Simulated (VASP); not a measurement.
Input of a VASP 6.6.1 run:

The input POSCAR:

```
LiF
1.0
    0.0000000000      1.9948986626      1.9948986626
    1.9948986626      0.0000000000      1.9948986626
    1.9948986626      1.9948986626      0.0000000000
Li F
1 1
Direct
    0.0000000000      0.0000000000      0.0000000000
    0.5000000000      0.5000000000      0.5000000000
```

INCAR.step1

```
SYSTEM = LiF
ALGO = Normal
EDIFF = 1E-4
ENCUT = 520
GGA = PE
ISMEAR = 0
LASPH = .TRUE.
LCHARG = .FALSE.
LREAL = .FALSE.
LWAVE = .TRUE.
NBANDS = 12
NELM = 100
PREC = Accurate
SIGMA = 0.02
```

Contents of INCAR.step2:

```
SYSTEM = LiF
ALGO = Normal
EDIFF = 1E-7
ENCUT = 520
ISIF = 2
ISMEAR = 0
ISTART = 1
LASPH = .TRUE.
LCHARG = .FALSE.
LMIXTAU = .TRUE.
LREAL = .FALSE.
LWAVE = .FALSE.
METAGGA = R2SCAN
NBANDS = 12
NELM = 100
PREC = Accurate
SIGMA = 0.02
```

The input KPOINTS:

```
k-points
0
G
  10 10 10
  0 0 0
```

Potentials or basis: VASP PAW PBE potentials, release 64 (Li_sv, F).

Launch:

```bash
$ cat potpaw_PBE.64/Li_sv/POTCAR potpaw_PBE.64/F/POTCAR > POTCAR
$ cp INCAR.step1 INCAR
$ mpirun -np 1 vasp_std > vasp.out
$ cp INCAR.step2 INCAR
$ mpirun -np 1 vasp_std > vasp.out
```

**Question.** What does it give for the band gap on the k mesh?

**Answer.** 10.55 eV, direct.

 A k mesh can miss the band edges.
